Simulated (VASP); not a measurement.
NiO:

```xyz
2
Lattice="0.0000 2.1134 2.1134 2.1134 0.0000 2.1134 2.1134 2.1134 0.0000" Properties=species:S:1:pos:R:3 pbc="T T T"
Ni    0.0000    0.0000    0.0000
O     2.1134    2.1134    2.1134
```

Program: VASP 6.6.1. Alike in all runs: task single point; spin collinear, ferromagnetic start; cell as given; k mesh 11 × 11 × 11; smearing fermi-dirac 0.05 eV.

Q: Order these runs on this cell by their pressure, lowest first.
A. level PBEsol+D3(BJ); potentials or basis VASP PAW PBE potentials, release 64 (Ni, O); cutoff (eV) 520
B. level b88 exchange, pbe correlation; potentials or basis VASP PAW PBE potentials, release 64 (Ni, O); cutoff (eV) 600
C. level LDA; potentials or basis VASP PAW LDA potentials, release 64 (Ni, O); cutoff (eV) 520
D. level r2SCAN+D4; potentials or basis VASP PAW PBE potentials, release 64 (Ni, O); cutoff (eV) 520

A: C (-25.5 GPa), A (-16.5 GPa), D (-6.6 GPa), B (-2.2 GPa).

Caveats: the PAW data sets were made with another functional, which shifts forces and pressure a little (at least some runs); a cell with one magnetic atom can't hold antiferromagnetic order, which such compounds often take (at least some runs); the cell stands under tension (at least some runs).
